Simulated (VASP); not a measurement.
Here is a VASP 6.6.1 calculation.

INCAR

```
SYSTEM = Al5Ga2N8
PREC = Accurate ; ENCUT = 520
EDIFF = 1E-6 ; ISMEAR = 0
SIGMA = 0.05 ; LREAL = Auto
LASPH = .True. ; NELM = 100
ALGO = Normal ; ISIF = 2
LWAVE = .False. ; LCHARG = .False.
GGA = PS ; IBRION = 2
NSW = 70 ; EDIFFG = -0.02
```

The input KPOINTS:

```
Automatic mesh
0
Gamma
  4 4 4
  0 0 0
```

POSCAR

```
Al5Ga2N8
1.0
   -4.4069948372      4.4069948372      0.0000000000
    0.0000000000      4.4069948372     -4.4069948372
   -4.4069948372      0.0000000000     -4.4069948372
Al Ga N
5 2 8
Direct
    0.5000000000      0.0000000000      0.0000000000
    0.0000000000      0.5000000000      0.5000000000
    0.0000000000      0.0000000000      0.5000000000
    0.5000000000      0.0000000000      0.5000000000
    0.0000000000      0.5000000000      0.0000000000
    0.5000000000      0.5000000000      0.5000000000
    0.0000000000      0.0000000000      0.0000000000
    0.6276461415      0.1170615756      0.6276461415
    0.1276461415      0.6170615756      0.1276461415
    0.6276461415      0.6276461415      0.6276461415
    0.1276461415      0.1276461415      0.1276461415
    0.1170615756      0.6276461415      0.6276461415
    0.6170615756      0.1276461415      0.1276461415
    0.6276461415      0.6276461415      0.1170615756
    0.1276461415      0.1276461415      0.6170615756
```

Potentials or basis: VASP PAW PBE potentials, release 64 (Al, Ga_d, N).

The run is started by

```bash
$ cat potpaw_PBE.64/Al/POTCAR potpaw_PBE.64/Ga_d/POTCAR potpaw_PBE.64/N/POTCAR > POTCAR
$ mpirun -np 1 vasp_std > vasp.out
```

Question: What does it give for the band gap on the k mesh?

Answer: Zero (an odd number of electrons rules out a gap without spin polarisation).

Question: What does it give for the energy gained by relaxing?

Answer: 44.2 meV/atom.

Final structure:
```cif
data_structure
_symmetry_space_group_name_H-M 'P 1'
_symmetry_Int_Tables_number 1
_cell_length_a 6.2324
_cell_length_b 6.2324
_cell_length_c 6.2324
_cell_angle_alpha 60.000
_cell_angle_beta 60.000
_cell_angle_gamma 60.000
_cell_volume 171.18
loop_
_atom_site_label
_atom_site_type_symbol
_atom_site_fract_x
_atom_site_fract_y
_atom_site_fract_z
_atom_site_occupancy
Al1 Al 0.49311 0.00689 0.99311 1
Al2 Al 0.00689 0.49311 0.50689 1
Al3 Al 0.00000 0.00000 0.50000 1
Al4 Al 0.49311 0.00689 0.50689 1
Al5 Al 0.00689 0.49311 0.99311 1
Ga1 Ga 0.50300 0.50300 0.49700 1
Ga2 Ga 0.99700 0.99700 0.00300 1
N1 N 0.62760 0.12312 0.62464 1
N2 N 0.09197 0.62158 0.14323 1
N3 N 0.64323 0.64323 0.59197 1
N4 N 0.12464 0.12464 0.12760 1
N5 N 0.12312 0.62760 0.62464 1
N6 N 0.62158 0.09197 0.14323 1
N7 N 0.64323 0.64323 0.12158 1
N8 N 0.12464 0.12464 0.62312 1
```

Caveat: the cell differs from its parent crystal (atoms taken out).
